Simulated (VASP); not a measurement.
## Ir: single point with r2SCAN

Crystal: Ir.

```
Ir
1.0
     0.00166    1.92266    1.92138
     1.92169    0.00354    1.91956
     1.92652    1.92573   -0.00119
Ir
1
Direct
  0.00000 0.00000 0.00000
```

```yaml
Program: VASP 6.6.1
Task: single point
Functional: r2SCAN
Potentials_or_basis: VASP PAW PBE potentials, release 64 (Ir)
Cutoff: 520 eV
k_mesh: 12 × 13 × 11
Occupations: fermi-dirac, width 0.05 eV
Spin: no spin polarisation
```

```
Pressure               : 2.5 GPa
Band gap on the k mesh : zero (an odd number of electrons rules out a gap without spin polarisation)
```

Levels at points of the mesh, in eV from the Fermi level:
| k point | band 1 | band 2 | band 3 | band 4 | band 5 | band 6 | band 7 | band 8 |
| --- | --- | --- | --- | --- | --- | --- | --- | --- |
| (0.00, 0.00, 0.00) | -11.47 | -3.99 | -3.96 | -3.94 | -1.28 | -1.26 | 15.12 | 20.88 |
| (0.50, 0.00, 0.00) | -8.36 | -4.16 | -4.08 | -0.68 | 0.93 | 0.95 | 7.64 | 14.74 |

Wall time 7.9 min on 1 thread of Intel Xeon 8259CL (shared host), peak memory 0.24 GiB.

Caveat: the PAW data sets were made with another functional, which shifts forces and pressure a little; spin-orbit coupling is left out, which moves the levels of the heavy elements.
